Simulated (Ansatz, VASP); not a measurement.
Hf: VASP beside Ansatz

Contents of INCAR:

```
PREC = Accurate
ENCUT = 520
EDIFF = 1E-7
ISMEAR = 0
SIGMA = 0.15
LREAL = False
LASPH = True
NELM = 80
ALGO = Fast
ISIF = 2
LWAVE = False
LCHARG = True
GGA = PS
LELF = True
LVHAR = True
NBANDS = 17
```

Contents of KPOINTS:

```
Automatic mesh
0
Gamma
  18 18 10
```

Contents of POSCAR:

```
Hf
1.0
    3.1966985242      0.0000000000      0.0000000000
   -1.5983492621      2.7684221302      0.0000000000
    0.0000000000      0.0000000000      5.0578000000
Hf
2
Direct
    0.2548289360      0.6091974592      0.2500000000
    0.6666666667      0.3333333333      0.7500000000
```

Input for Ansatz:

```yaml
crystal:
  lattice:
    - [3.1966985242, 0.0, 0.0]
    - [-1.5983492621, 2.7684221302, 0.0]
    - [0.0, 0.0, 5.0578]
  atoms:
    - { symbol: Hf, position: [0.254828936, 0.6091974592, 0.25] }
    - { symbol: Hf, position: [0.6666666667, 0.3333333333, 0.75] }
basis:
  ecutwfc: 420
kpoints:
  mp_grid: { grid: [18, 18, 10] }
hamiltonian:
  xc: pbesol
scf:
  occupations: { method: gaussian, width: 0.15 }
output:
  forces: true
  stress: true
  eigenvalues: true
```

Alike in both runs: task single point; functional PBEsol; k mesh 18 × 18 × 10; occupations gaussian, width 0.15 eV; no spin polarisation.

|  | VASP | Ansatz |
| --- | --- | --- |
| version | VASP 6.6.1 | Ansatz 0.2.0 |
| potentials or method | VASP PAW PBE potentials, release 64 (Hf_pv), cutoff 520 eV | scalar-relativistic, plane waves, PAW |
| valence electrons in the cell | 20 | 52 |

Ansatz gave:

* gap on the k mesh at the Fermi level (eV): none
* pressure (GPa): -3.9
* traceless stress, the component that is largest in VASP (GPa): -1.66
* rms of the force components (eV/Å): 0.253

Task: Estimate VASP's values.

Result: gap on the k mesh at the Fermi level (eV): none; pressure (GPa): -4.3; traceless stress, the component that is largest in VASP (GPa): -1.61; rms of the force components (eV/Å): 0.254.

VASP's potentials were made for PBE, not for PBEsol. Atom by atom the forces differ by 0.001 eV/Å (rms over components). A gap of «none» marks a metal or a gap that the smearing closes. With one functional, cell and mesh, what is left measures potentials, basis and numerics. VASP's potentials hold 20 valence electrons a cell and Ansatz's 52, so a difference there can come from the potentials and not from the codes.

Neither program's run includes spin-orbit coupling.
